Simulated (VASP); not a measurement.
# MoS2 (R3m) in VASP: further runs

The runs below take MoS2 through single point, with PBE.

Program: VASP 6.6.1. These are calculated values, not measurements. Logs are shortened: lines on timing, memory, paths and dates and some standing lists are left out, and cuts for length are marked.

## Step 1: The cell of the first run

The structure is trigonal, space group R3m (No. 160). The conventional cell has a = 3.066 Å, b = 3.066 Å, c = 17.941 Å, α = 90.00°, β = 90.00°, γ = 120.00°. Within 3.1 Å of Mo (site symmetry 3m) lie 6 S at 2.32 Å and 6 Mo at 3.07 Å. S (site symmetry 3m) has 3 Mo at 2.32 Å and 7 S at 3.00 to 3.07 Å within 3.1 Å. S (site symmetry 3m) has 3 Mo at 2.32 Å and 7 S at 3.00 to 3.07 Å within 3.1 Å.

## Step 2: Single point, PBE (volume changed by -10%)

INCAR

```
SYSTEM = MoS2
PREC     = Accurate       ! precision mode
ENCUT    = 520            ! plane-wave cutoff, eV
EDIFF    = 1E-6           ! SCF threshold, eV
ISMEAR   = 0              ! smearing method
SIGMA    = 0.01           ! smearing width, eV
LREAL    = .False.        ! projectors in reciprocal space
LASPH    = .True.         ! aspherical terms in the spheres
NELM     = 60             ! most SCF steps
ALGO     = Normal         ! electronic algorithm
ISIF     = 2              ! what is computed and relaxed
LWAVE    = .False.        ! write WAVECAR
LCHARG   = .True.         ! write CHGCAR
GGA      = PE             ! functional
LELF     = .True.         ! ELF
LVHAR    = .True.       
NBANDS   = 20             ! bands
```

KPOINTS

```
regular mesh
0
Gamma
  4 4 4
  0 0 0
```

POSCAR

```
MoS2
1.0
    1.5328016236      0.8849634300      5.9801717895
   -1.5328016236      0.8849634300      5.9801717895
    0.0000000000     -1.7699268600      5.9801717895
Mo S
1 2
Direct
    0.0000965174      0.0000965174      0.0000965174
    0.2497906776      0.2497906776      0.2497906776
    0.4171128050      0.4171128050      0.4171128050
```

Potentials or basis: VASP PAW PBE potentials, release 64 (Mo_sv, S).

Command:

```
$ cat potpaw_PBE.64/Mo_sv/POTCAR potpaw_PBE.64/S/POTCAR > POTCAR
$ mpirun -np 1 vasp_std > vasp.out
```

OUTCAR:

```text
SYSTEM = MoS2
   PREC = Accurate
   ENCUT = 520
   EDIFF = 1E-6
   ISMEAR = 0
   LREAL = .False.
   LASPH = .True.
   NELM = 60
   ISIF = 2
   GGA = PE

 ion  position               nearest neighbor table
   1  0.000  0.000  0.000-   2 2.32   2 2.32   2 2.32   3 2.32   3 2.32   3 2.32
   2  0.250  0.250  0.250-   1 2.32   1 2.32   1 2.32
   3  0.417  0.417  0.417-   1 2.32   1 2.32   1 2.32

  LATTYP: Found a trigonal (rhomboedric) cell.
 ALAT       =     6.2365932785
 COS(alpha) =     0.8791888399

  Lattice vectors:

 A1 = (   1.5328016236,   0.8849634300,   5.9801717895)
 A2 = (  -1.5328016236,   0.8849634300,   5.9801717895)
 A3 = (   0.0000000000,  -1.7699268600,   5.9801717895)

Analysis of symmetry for initial positions (statically):
=====================================================================
 Subroutine PRICEL returns:
 Original cell was already a primitive cell.

 Routine SETGRP: Setting up the symmetry group for a
 trigonal (rhombohedral) supercell.

 Subroutine GETGRP returns: Found  6 space group operations
 (whereof  6 operations were pure point group operations)
 out of a pool of 12 trial point group operations.

The static configuration has the point symmetry C_3v.

Analysis of symmetry for dynamics (positions and initial velocities):
=====================================================================
 Subroutine PRICEL returns:
 Original cell was already a primitive cell.

 Routine SETGRP: Setting up the symmetry group for a
 trigonal (rhombohedral) supercell.

 Subroutine GETGRP returns: Found  6 space group operations
 (whereof  6 operations were pure point group operations)
 out of a pool of 12 trial point group operations.

The dynamic configuration has the point symmetry C_3v.

 Subroutine INISYM returns: Found  6 space group operations
 (whereof  6 operations are pure point group operations),
 and found     1 'primitive' translations

----------------------------------------------------------------------------------------

                                     Primitive cell

  volume of cell :      48.6717

  direct lattice vectors                    reciprocal lattice vectors
     1.532801624  0.884963430  5.980171789     0.326200072  0.188331699  0.055739759
[... 70 lines left out ...]
   ISPIN  =      1    spin polarized calculation?
   LNONCOLLINEAR =      F non collinear calculations
   LSORBIT =      F    spin-orbit coupling
   LASPH  =      T    aspherical Exc in radial PAW
   ENCUT  =  520.0 eV  38.22 Ry    6.18 a.u.  11.60 11.60 11.60*2*pi/ulx,y,z
   NELM   =     60;   NELMIN=  2; NELMDL= -5     # of ELM steps
   EDIFF  = 0.1E-05   stopping-criterion for ELM
   LREAL  =      F    real-space projection
   EDIFFG = 0.1E-04   stopping-criterion for IOM
   NSW    =      0    number of steps for IOM
   IBRION =     -1    ionic relax: 0-MD 1-quasi-New 2-CG
   NFREE  =      0    steps in history (QN), initial steepest desc. (CG)
   ISIF   =      2    stress and relaxation
   ISYM   =      2    0-nonsym 1-usesym 2-fastsym
   POTIM  = 0.5000    time-step for ionic-motion
   TEBEG  =    0.0;   TEEND  =   0.0 temperature during run
   PSTRESS=    0.0 pullay stress
   NELECT =      26.0000    total number of electrons
   NUPDOWN=      -1.0000    fix difference up-down
   EMIN   =  10.00;   EMAX   =-10.00  energy-range for DOS
   EFERMI =   0.00;   METHOD = LEGACY
   ISMEAR =     0;   SIGMA  =   0.01  broadening in eV -4-tet -1-fermi 0-gaus
   EFERMI_NEDOS =   21; number of points for ismear=-14 and -15
   IALGO  =     38    algorithm
   IMIX   =      4    mixing-type and parameters
     AMIX     =   0.40;   BMIX     =  1.00
     AMIX_MAG =   1.60;   BMIX_MAG =  1.00
  volume/ion in A,a.u.               =      16.22       109.48
  Fermi-wavevector in a.u.,A,eV,Ry     =   1.328334  2.510187 24.007081  1.764471
  Thomas-Fermi vector in A             =   2.457579
   LORBIT       =      0    0 simple, 1 ext, 2 COOP (PROOUT), +10 PAW based schemes
   GGA     = PE    functional components
   LHFCALC =     F    Hartree Fock is set to
   AEXX    =    0.0000 exact exchange contribution
   IVDW    =     0    specifies the selected vdW correction
   LEPSILON=     F    determine dielectric tensor
   LRPA    =     F    only Hartree local field effects (RPA)
 non-spin polarized calculation
 Gauss-broadening in eV      SIGMA  =   0.01
  energy-cutoff  :      520.00
  volume of cell :       48.67
 maximum number of plane-waves:      1322
 NGX is ok and might be reduce to    48
   NGX = 23   NGY = 23   NGZ = 23

 number of electron      26.0000002 magnetization

 Free energy of the ion-electron system (eV)
  ---------------------------------------------------
  ext. energy  EPLUGINS =         0.00000000
  ---------------------------------------------------
  free energy    TOTEN  =       -21.49806905 eV

  energy without entropy =      -21.49806905  energy(sigma->0) =      -21.49806905

 E-fermi :   9.0603     XC(G=0): -11.2749

 val. band max:        8.9287874091   @ k =   0.5000   0.5000   0.5000
 cond. band min:      10.1509477369   @ k =  -0.2500   0.2500   0.0000
 fundamental gap:      1.2221603279
 Fermi energy:         9.0603131777

 k-point     1 :       0.0000    0.0000    0.0000
  band No.  band energies     occupation
      1     -52.6427      2.00000
      2     -26.9055      2.00000
      3     -26.5629      2.00000
      4     -26.5629      2.00000
      5      -6.8651      2.00000
      6      -4.8468      2.00000
[... 288 lines left out ...]
     19      17.7538      0.00000
     20      19.0078      0.00000

------------------------ aborting loop because EDIFF is reached ----------------------------------------

  FORCE on cell =-STRESS in cart. coord.  units (eV):
  Direction    XX          YY          ZZ          XY          YZ          ZX
  --------------------------------------------------------------------------------------
  -------------------------------------------------------------------------------------
  Total        6.2176558      6.2176558      7.3159756      0.0000000      0.0000000      0.0000000
  in kB      204.6732426    204.6732426    240.8278160      0.0000000      0.0000000      0.0000000
  external PRESSURE =     216.7247671 kB  Pullay stress =       0.0000000 kB

 VOLUME and BASIS-vectors are now :
 -----------------------------------------------------------------------------
  energy-cutoff  :      520.00
  volume of cell :       48.67
      direct lattice vectors                 reciprocal lattice vectors
     1.532801624  0.884963430  5.980171789     0.326200072  0.188331699  0.055739759
    -1.532801624  0.884963430  5.980171789    -0.326200072  0.188331699  0.055739759
     0.000000000 -1.769926860  5.980171789     0.000000000 -0.376663399  0.055739759

 POSITION                                       TOTAL-FORCE (eV/Angst)
 -----------------------------------------------------------------------------------
      0.00000      0.00000      0.00173         0.000000     -0.000000     -0.007020
      0.00000      0.00000      4.48137         0.000000      0.000000     -2.014847
      0.00000      0.00000      7.48322         0.000000     -0.000000      2.021867
 -----------------------------------------------------------------------------------
    total drift:                                0.000000      0.000000     -0.000006

  FREE ENERGIE OF THE ION-ELECTRON SYSTEM (eV)
  ---------------------------------------------------
  free  energy   TOTEN  =       -21.4980690518 eV

  energy  without entropy=      -21.4980690518  energy(sigma->0) =      -21.49806905
```

It took 33 s on 1 thread of Intel Xeon Platinum 8488C (Sapphire Rapids), shared host; peak memory 0.3 GiB.

Results:

```yaml
Free_energy: -21.4981 eV
Pressure: 21.7 GPa
Largest_force: 2.022 eV/Å
Band_gap_on_the_k_mesh: 1.22 eV, indirect (least direct gap 2.26 eV)
```

Forces in eV/Å, atoms in the order of the input:
```
Mo   0.000  0.000 -0.007
S    0.000  0.000 -2.015
S    0.000  0.000  2.022
```

Levels at points of the mesh, in eV from the valence-band top:
```tsv
k point	band 10	band 11	band 12	band 13	band 14	band 15	band 16	band 17
(0.00, 0.00, 0.00)	-2.58	-2.58	-1.51	-1.36	2.15	2.15	2.72	2.72
(0.50, 0.00, 0.00)	-4.49	-2.57	-1.74	-1.72	1.76	2.21	3.68	3.79
(0.50, 0.50, 0.00)	-4.41	-3.25	-1.95	-1.50	1.71	2.38	3.15	4.33
(0.50, 0.50, 0.50)	-3.88	-2.55	-2.55	0.00	2.26	2.26	2.56	2.56
```

Caveat: the k points lie up to 0.60 Å⁻¹ apart; the cell differs from its parent crystal (volume changed by -10%); forces of over 1 eV/Å act on the atoms, so gaps and moduli don't describe the material at rest.

## Step 3: Single point, PBE (volume changed by -5%)

INCAR

```
SYSTEM = MoS2
  PREC = Accurate
  ENCUT = 520
  EDIFF = 1E-6
  ISMEAR = 0
  SIGMA = 0.01
  LREAL = .False.
  LASPH = .True.
  NELM = 100
  ALGO = Normal
  ISIF = 2
  LWAVE = .False.
  LCHARG = .False.
  GGA = PE
  NBANDS = 20
```

KPOINTS is that of step 2.

POSCAR

```
MoS2
1.0
    1.5606768331      0.9010571897      6.0889259421
   -1.5606768331      0.9010571897      6.0889259421
    0.0000000000     -1.8021143794      6.0889259421
Mo S
1 2
Direct
    0.0000965174      0.0000965174      0.0000965174
    0.2497906776      0.2497906776      0.2497906776
    0.4171128050      0.4171128050      0.4171128050
```

Potentials or basis: VASP PAW PBE potentials, release 64 (Mo_sv, S).

Command:

```
$ cat potpaw_PBE.64/Mo_sv/POTCAR potpaw_PBE.64/S/POTCAR > POTCAR
$ mpirun -np 1 vasp_std > vasp.out
```

Wall time 31 s (1 thread of Intel Xeon Platinum 8488C (Sapphire Rapids), shared host); peak memory 0.32 GiB.

It converged, with:

```
Free energy            : -21.7661 eV
Pressure               : 10.5 GPa
Largest force          : 0.948 eV/Å
Band gap on the k mesh : 1.24 eV, indirect (least direct gap 2.19 eV)
```

Forces on the atoms (eV/Å):
```
Mo   0.000  0.000 -0.005
S    0.000  0.000 -0.943
S    0.000  0.000  0.948
```

Stress tensor (GPa, compression positive):
```
 9.61  0.00  0.00
 0.00  9.61  0.00
 0.00  0.00 12.15
```

Levels at points of the mesh, in eV from the valence-band top:
| k point | band 10 | band 11 | band 12 | band 13 | band 14 | band 15 | band 16 | band 17 |
| --- | --- | --- | --- | --- | --- | --- | --- | --- |
| (0.00, 0.00, 0.00) | -2.40 | -2.40 | -1.32 | -1.29 | 2.10 | 2.10 | 2.56 | 2.56 |
| (0.50, 0.00, 0.00) | -4.19 | -2.45 | -1.67 | -1.57 | 1.68 | 2.12 | 3.58 | 3.62 |
| (0.50, 0.50, 0.00) | -4.12 | -3.05 | -1.87 | -1.38 | 1.63 | 2.26 | 3.09 | 4.08 |
| (0.50, 0.50, 0.50) | -3.60 | -2.37 | -2.37 | 0.00 | 2.19 | 2.19 | 2.41 | 2.41 |

Caveat: the k points lie up to 0.59 Å⁻¹ apart; the cell differs from its parent crystal (volume changed by -5%). A k mesh can miss the band edges.

## Step 4: Single point, PBE

This run uses another cell than the first one, of 18.03 Å³/atom, 1.111 times its volume.

INCAR

```
SYSTEM = MoS2
PREC = Accurate ; ENCUT = 520
EDIFF = 1E-6 ; ISMEAR = 0
SIGMA = 0.01 ; LREAL = .FALSE.
LASPH = .TRUE. ; NELM = 60
ALGO = Normal ; ISIF = 2
LWAVE = .FALSE. ; LCHARG = .TRUE.
GGA = PE ; LELF = .TRUE.
LVHAR = .TRUE. ; NBANDS = 20
```

KPOINTS

```
regular mesh
0
G
  4 4 4
  0 0 0
```

POSCAR

```
MoS2
1.0
    1.5875903433      0.9165957121      6.1939280585
   -1.5875903433      0.9165957121      6.1939280585
    0.0000000000     -1.8331914241      6.1939280585
Mo S
1 2
Direct
    0.0000965174      0.0000965174      0.0000965174
    0.2497906776      0.2497906776      0.2497906776
    0.4171128050      0.4171128050      0.4171128050
```

Command:

```
$ cat potpaw_PBE.64/Mo_sv/POTCAR potpaw_PBE.64/S/POTCAR > POTCAR
$ mpirun -np 1 vasp_std > vasp.out
```

Wall time 34 s (1 thread of Intel Xeon Platinum 8488C (Sapphire Rapids), shared host); peak memory 0.3 GiB.

It converged, with:

* Free energy: -21.8680 eV
* Pressure: 1.9 GPa
* Largest force: 0.065 eV/Å
* Band gap on the k mesh: 1.24 eV, indirect (least direct gap 2.12 eV)

Forces in eV/Å, atoms in the order of the input:
```
Mo   0.000  0.000 -0.003
S    0.000  0.000 -0.063
S    0.000  0.000  0.065
```

Stress tensor (GPa, compression positive):
```
1.32 0.00 0.00
0.00 1.32 0.00
0.00 0.00 2.97
```

Levels at points of the mesh, in eV from the valence-band top:
```csv
k point,band 11,band 12,band 13,band 14,band 15,band 16
"(0.00, 0.00, 0.00)",-2.24,-1.26,-1.12,2.04,2.04,2.41
"(0.50, 0.00, 0.00)",-2.34,-1.61,-1.42,1.60,2.02,3.46
"(0.50, 0.50, 0.00)",-2.87,-1.78,-1.27,1.56,2.14,3.02
"(0.50, 0.50, 0.50)",-2.21,-2.21,0.00,2.12,2.12,2.28
```

Caveat: the k points lie up to 0.58 Å⁻¹ apart.

## Step 5: Single point, PBE (volume changed by +5%)

INCAR

```
SYSTEM = MoS2
PREC = Accurate
ENCUT = 520
EDIFF = 1E-6
ISMEAR = 0
SIGMA = 0.01
LREAL = .False.
LASPH = .True.
NELM = 80
ALGO = Normal
ISIF = 2
LWAVE = .False.
LCHARG = .False.
GGA = PE
NBANDS = 20
```

KPOINTS

```
regular mesh
0
Gamma
  4 4 4
  0 0 0
```

POSCAR

```
MoS2
1.0
    1.6136210410      0.9316245424      6.2954859131
   -1.6136210410      0.9316245424      6.2954859131
    0.0000000000     -1.8632490848      6.2954859131
Mo S
1 2
Direct
    0.0000965174      0.0000965174      0.0000965174
    0.2497906776      0.2497906776      0.2497906776
    0.4171128050      0.4171128050      0.4171128050
```

Command:

```
$ cat potpaw_PBE.64/Mo_sv/POTCAR potpaw_PBE.64/S/POTCAR > POTCAR
$ mpirun -np 1 vasp_std > vasp.out
```

Wall time 39 s (1 thread of Intel Xeon Platinum 8488C (Sapphire Rapids), shared host); peak memory 0.32 GiB.

Results (log left out):

```
Free energy            : -21.8425 eV
Pressure               : -4.7 GPa
Largest force          : 0.663 eV/Å
Band gap on the k mesh : 1.23 eV, indirect (least direct gap 2.05 eV)
```

Forces in eV/Å, atoms in the order of the input:
```
Mo   0.000  0.000 -0.002
S    0.000  0.000  0.663
S    0.000  0.000 -0.661
```

Stress tensor (GPa, compression positive):
```
-5.01  0.00  0.00
 0.00 -5.01  0.00
 0.00  0.00 -4.10
```

Levels at points of the mesh, in eV from the valence-band top:
| k point | band 9 | band 10 | band 11 | band 12 | band 13 | band 14 | band 15 | band 16 | band 17 | band 18 |
| --- | --- | --- | --- | --- | --- | --- | --- | --- | --- | --- |
| (0.00, 0.00, 0.00) | -3.11 | -2.09 | -2.09 | -1.21 | -0.96 | 1.97 | 1.97 | 2.27 | 2.27 | 5.29 |
| (0.50, 0.00, 0.00) | -4.68 | -3.69 | -2.23 | -1.55 | -1.29 | 1.52 | 1.93 | 3.30 | 3.34 | 5.27 |
| (0.50, 0.50, 0.00) | -4.41 | -3.62 | -2.72 | -1.71 | -1.16 | 1.49 | 2.03 | 2.93 | 3.64 | 5.95 |
| (0.50, 0.50, 0.50) | -3.13 | -3.13 | -2.07 | -2.07 | 0.00 | 2.05 | 2.05 | 2.16 | 2.16 | 5.52 |

Caveat: the k points lie up to 0.57 Å⁻¹ apart; the cell differs from its parent crystal (volume changed by +5%).

## Step 6: Single point, PBE (volume changed by +10%)

INCAR

```
PREC = Accurate
ENCUT = 520
EDIFF = 1E-6
ISMEAR = 0
SIGMA = 0.01
LREAL = False
LASPH = True
NELM = 100
ALGO = Normal
ISIF = 2
LWAVE = False
LCHARG = True
GGA = PE
LELF = True
LVHAR = True
NBANDS = 20
```

KPOINTS

```
regular mesh
0
Gamma
  4 4 4
```

POSCAR

```
MoS2
1.0
    1.6388379429      0.9461835275      6.3938687714
   -1.6388379429      0.9461835275      6.3938687714
    0.0000000000     -1.8923670550      6.3938687714
Mo S
1 2
Direct
    0.0000965174      0.0000965174      0.0000965174
    0.2497906776      0.2497906776      0.2497906776
    0.4171128050      0.4171128050      0.4171128050
```

Potentials or basis: VASP PAW PBE potentials, release 64 (Mo_sv, S).

Command:

```
$ cat potpaw_PBE.64/Mo_sv/POTCAR potpaw_PBE.64/S/POTCAR > POTCAR
$ mpirun -np 1 vasp_std > vasp.out
```

Wall time 44 s (1 thread of Intel Xeon Platinum 8488C (Sapphire Rapids), shared host); peak memory 0.33 GiB.

It converged, with:

| Quantity | Value |
| --- | --- |
| Free energy | -21.7197 eV |
| Pressure | -9.7 GPa |
| Largest force | 1.261 eV/Å |
| Band gap on the k mesh | 1.22 eV, indirect (least direct gap 1.98 eV) |

Forces on the atoms (eV/Å):
```
Mo   0.000  0.000 -0.001
S    0.000  0.000  1.261
S    0.000  0.000 -1.260
```

Stress tensor (GPa, compression positive):
```
-9.83  0.00  0.00
 0.00 -9.83  0.00
 0.00  0.00 -9.54
```

Levels at points of the mesh, in eV from the valence-band top:
| k point | band 9 | band 10 | band 11 | band 12 | band 13 | band 14 | band 15 | band 16 | band 17 | band 18 |
| --- | --- | --- | --- | --- | --- | --- | --- | --- | --- | --- |
| (0.00, 0.00, 0.00) | -2.92 | -1.97 | -1.97 | -1.16 | -0.83 | 1.91 | 1.91 | 2.15 | 2.15 | 5.07 |
| (0.50, 0.00, 0.00) | -4.43 | -3.48 | -2.14 | -1.48 | -1.17 | 1.45 | 1.84 | 3.15 | 3.21 | 5.24 |
| (0.50, 0.50, 0.00) | -4.18 | -3.41 | -2.57 | -1.63 | -1.06 | 1.42 | 1.92 | 2.83 | 3.45 | 5.89 |
| (0.50, 0.50, 0.50) | -2.93 | -2.93 | -1.94 | -1.94 | 0.00 | 1.98 | 1.98 | 2.05 | 2.05 | 5.41 |

Caveat: the k points lie up to 0.56 Å⁻¹ apart; the cell differs from its parent crystal (volume changed by +10%); forces of over 1 eV/Å act on the atoms, so gaps and moduli don't describe the material at rest. A k mesh can miss the band edges.

## Step 7: Overview

| cell | gap on the mesh (eV) | pressure (GPa) | largest force (eV/Å) |
| --- | --- | --- | --- |
| a = 6.237 Å, angles 28.5°, 3 atoms | 1.22 | 21.7 | 2.02 |
| a = 6.350 Å, angles 28.5°, 3 atoms | 1.24 | 10.5 | 0.95 |
| a = 6.460 Å, angles 28.5°, 3 atoms | 1.24 | 1.9 | 0.07 |
| a = 6.565 Å, angles 28.5°, 3 atoms | 1.23 | -4.7 | 0.66 |
| a = 6.668 Å, angles 28.5°, 3 atoms | 1.22 | -9.7 | 1.26 |

Alike in all rows: task single point; level PBE; potentials or basis VASP PAW PBE potentials, release 64 (Mo_sv, S); no spin polarisation; k mesh 4 × 4 × 4; cutoff (eV) 520; smearing gaussian 0.01 eV.

Caveats: all runs use coarse meshes; forces of over 1 eV/Å act on the atoms, so gaps and moduli don't describe the material at rest (some runs).

Absolute energies hang on the potentials; compare differences alone.
